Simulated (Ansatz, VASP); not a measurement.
# SnO: VASP beside Ansatz

```
Sn O
1.0
     3.78743    0.00000    0.00000
     0.00000    3.78743    0.00000
     0.00000    0.00000    4.97328
Sn O
2 2
Cartesian
  0.0000 1.8937 1.2222
  1.8937 0.0000 3.7511
  0.0000 0.0000 0.0000
  1.8937 1.8937 0.0000
```

Alike in both runs: task single point; functional LDA; k mesh 12 × 12 × 10; occupations gaussian, width 0.15 eV; no spin polarisation.

|  | VASP | Ansatz |
| --- | --- | --- |
| version | VASP 6.6.1 | Ansatz 0.2.0 |
| potentials or method | VASP PAW LDA potentials, release 64 (Sn_d, O), cutoff 520 eV | scalar-relativistic, plane waves, PAW |
| valence electrons in the cell | 40 | 40 |

|  | VASP | Ansatz | Ansatz less VASP |
| --- | --- | --- | --- |
| gap on the k mesh at the Fermi level (eV) | none | none | - |
| pressure (GPa) | -6.0 | -6.3 | -0.31 |
| traceless stress, the component that is largest in VASP (GPa) | -2.45 | -2.49 | -0.041 |
| rms of the force components (eV/Å) | 0.509 | 0.552 | +0.0427 |

LDA's correlation is that of Perdew and Zunger in VASP and of Perdew and Wang (1992) in Ansatz. Atom by atom the forces differ by 0.043 eV/Å (rms over components). A gap of «none» marks a metal or a gap that the smearing closes.
